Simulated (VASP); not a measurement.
# SiGe (P6_3mc) in VASP: further runs, part 2 of 2

VASP 6.6.1.

### 3 Single point, PBEsol (equal strain along all axes, cell held: -2.0 %, then relaxed in part)

Contents of INCAR:

```
SYSTEM = SiGe
PREC = Accurate
ENCUT = 520
EDIFF = 1E-7
ISMEAR = 0
SIGMA = 0.02
LREAL = .FALSE.
LASPH = .TRUE.
NELM = 80
ALGO = Normal
ISIF = 2
LWAVE = .FALSE.
LCHARG = .FALSE.
GGA = PS
NBANDS = 26
```

Contents of KPOINTS:

```
Automatic mesh
0
G
  12 12 6
  0 0 0
```

Contents of POSCAR:

```
SiGe
1.0
    3.8225849689      0.0000000000      0.0000000000
   -1.9112924845      3.3104556912      0.0000000000
    0.0000000000      0.0000000000      6.3145249195
Si Ge
2 2
Direct
    0.6666666667      0.3333333333      0.8744069757
    0.3333333333      0.6666666667      0.3744069757
    0.6666666667      0.3333333333      0.5005920243
    0.3333333333      0.6666666667      0.0005920243
```

Potentials or basis: VASP PAW PBE potentials, release 64 (Si, Ge_d).

The run is started by

```
$ cat potpaw_PBE.64/Si/POTCAR potpaw_PBE.64/Ge_d/POTCAR > POTCAR
$ mpirun -np 1 vasp_std > vasp.out
```

OUTCAR:

```text
SYSTEM = SiGe
   PREC = Accurate
   ENCUT = 520
   EDIFF = 1E-7
   ISMEAR = 0
   LREAL = .FALSE.
   LASPH = .TRUE.
   NELM = 80
   ISIF = 2
   GGA = PS

 ion  position               nearest neighbor table
   1  0.667  0.333  0.874-   4 2.35   4 2.35   4 2.35   3 2.36
   2  0.333  0.667  0.374-   3 2.35   3 2.35   3 2.35   4 2.36
   3  0.667  0.333  0.501-   2 2.35   2 2.35   2 2.35   1 2.36
   4  0.333  0.667  0.001-   1 2.35   1 2.35   1 2.35   2 2.36

  LATTYP: Found a hexagonal cell.
 ALAT       =     3.8225849689
 C/A-ratio  =     1.6518991653

  Lattice vectors:

 A1 = (   3.8225849689,   0.0000000000,   0.0000000000)
 A2 = (  -1.9112924845,   3.3104556912,   0.0000000000)
 A3 = (   0.0000000000,   0.0000000000,   6.3145249195)

Analysis of symmetry for initial positions (statically):
=====================================================================
 Subroutine PRICEL returns:
 Original cell was already a primitive cell.

 Routine SETGRP: Setting up the symmetry group for a
 hexagonal supercell.

[... 166 lines left out ...]
  ext. energy  EPLUGINS =         0.00000000
  ---------------------------------------------------
  free energy    TOTEN  =       -21.17844739 eV

  energy without entropy =      -21.17844739  energy(sigma->0) =      -21.17844739

 E-fermi :   6.3432     XC(G=0): -10.1455

 val. band max:        6.2081436726   @ k =   0.0000   0.0000   0.0000
 cond. band min:       6.4463981794   @ k =   0.5000   0.0000   0.0000
 fundamental gap:      0.2382545068
 Fermi energy:         6.3432292185

 k-point     1 :       0.0000    0.0000    0.0000
  band No.  band energies     occupation
      1     -18.3942      2.00000
      2     -18.3940      2.00000
      3     -18.3901      2.00000
      4     -18.3901      2.00000
      5     -18.3866      2.00000
      6     -18.3866      2.00000
[... 685 lines left out ...]
     25      13.4697      0.00000
     26      13.8232      0.00000

 [... further k-points ...]
[... 5 lines left out ...]
  --------------------------------------------------------------------------------------
  -------------------------------------------------------------------------------------
  Total        2.7606038      2.7606038      2.8590613     -0.0000000      0.0000000      0.0000000
  in kB       55.3514577     55.3514577     57.3255769     -0.0000000      0.0000000      0.0000000
  external PRESSURE =      56.0094974 kB  Pullay stress =       0.0000000 kB

 VOLUME and BASIS-vectors are now :
 -----------------------------------------------------------------------------
  energy-cutoff  :      520.00
  volume of cell :       79.91
      direct lattice vectors                 reciprocal lattice vectors
     3.822584969  0.000000000  0.000000000     0.261603080  0.151036608  0.000000000
    -1.911292485  3.310455691  0.000000000     0.000000000  0.302073217  0.000000000
     0.000000000  0.000000000  6.314524920     0.000000000  0.000000000  0.158365041

 POSITION                                       TOTAL-FORCE (eV/Angst)
 -----------------------------------------------------------------------------------
      1.91129      1.10349      5.52146        -0.000000      0.000000     -0.003164
     -0.00000      2.20697      2.36420        -0.000000      0.000000     -0.003164
      1.91129      1.10349      3.16100        -0.000000      0.000000      0.003164
     -0.00000      2.20697      0.00374         0.000000     -0.000000      0.003164
 -----------------------------------------------------------------------------------
    total drift:                               -0.000000     -0.000000     -0.000263

  FREE ENERGIE OF THE ION-ELECTRON SYSTEM (eV)
  ---------------------------------------------------
  free  energy   TOTEN  =       -21.1784473871 eV

  energy  without entropy=      -21.1784473871  energy(sigma->0) =      -21.17844739
```

stdout:

```text
POSCAR found type information on POSCAR SiGe
 POSCAR found :  2 types and       4 ions
 scaLAPACK will be used
 -----------------------------------------------------------------------------
|                                                                             |
|                                                                             |
|     You enforced a specific xc type in the INCAR file but a different       |
|     I HOPE YOU KNOW WHAT YOU ARE DOING!                                     |
|                                                                             |
 -----------------------------------------------------------------------------

 LDA part: xc-table for (Slater+PW92), standard interpolation
 POSCAR, INCAR and KPOINTS ok, starting setup
 FFT: planning ... GRIDC
 FFT: planning ... GRID_SOFT
 FFT: planning ... GRID
 WAVECAR not read
 entering main loop
```

Run time: 70 s. Hardware: 1 thread of Intel Xeon 6975P-C (Granite Rapids), shared host; peak memory 0.27 GiB.

Results:

| Quantity | Value |
| --- | --- |
| Free energy | -21.1784 eV |
| Pressure | 5.6 GPa |
| Largest force | 0.003 eV/Å |
| Band gap on the k mesh | 0.24 eV, indirect (least direct gap 0.57 eV) |

Forces on the atoms (eV/Å):
```
Si   0.000  0.000 -0.003
Si   0.000  0.000 -0.003
Ge   0.000  0.000  0.003
Ge   0.000  0.000  0.003
```

Caveat: the cell differs from its parent crystal (equal strain along all axes, cell held: -2.0 %, then relaxed in part); the PAW data sets were made with another functional, which shifts forces and pressure a little. A k mesh can miss the band edges.
